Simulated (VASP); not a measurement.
Nb, 2 atoms in the cell. It takes space group Im-3m (No. 229, cubic). Conventional cell: a = 3.316 Å, b = 3.316 Å, c = 3.316 Å, α = 90.00°, β = 90.00°, γ = 90.00°. Within 3.8 Å of Nb (site symmetry m-3m) lie 14 Nb at 2.87 to 3.32 Å. 

```yaml
Program: VASP 6.6.1
Task: single point
Functional: PBE
Potentials_or_basis: VASP PAW PBE potentials, release 64 (Nb_sv)
Cutoff: 500 eV
k_mesh: 7 × 7 × 7
Occupations: methfessel-paxton, width 0.05 eV
Spin: no spin polarisation
Dipole_correction: no
Further_INCAR_settings: ALGO = Normal; EDIFF = 1e-06; NBANDS = 20
```

Potentials or basis: VASP PAW PBE potentials, release 64 (Nb_sv).

Launch:

```bash
$ cat potpaw_PBE.64/Nb_sv/POTCAR > POTCAR
$ mpirun -np 1 vasp_std > vasp.out
```

Hardware: 1 thread of Intel(R) Xeon(R) Platinum 8559C (Emerald Rapids), with other jobs on the host.

**Question.** How long does it take, and how much memory?

**Answer.** Wall time 5.8 s on 1 thread of Intel(R) Xeon(R) Platinum 8559C (Emerald Rapids), with other jobs on the host, peak memory 0.14 GiB. Counts: scf iterations 12, k points 20.
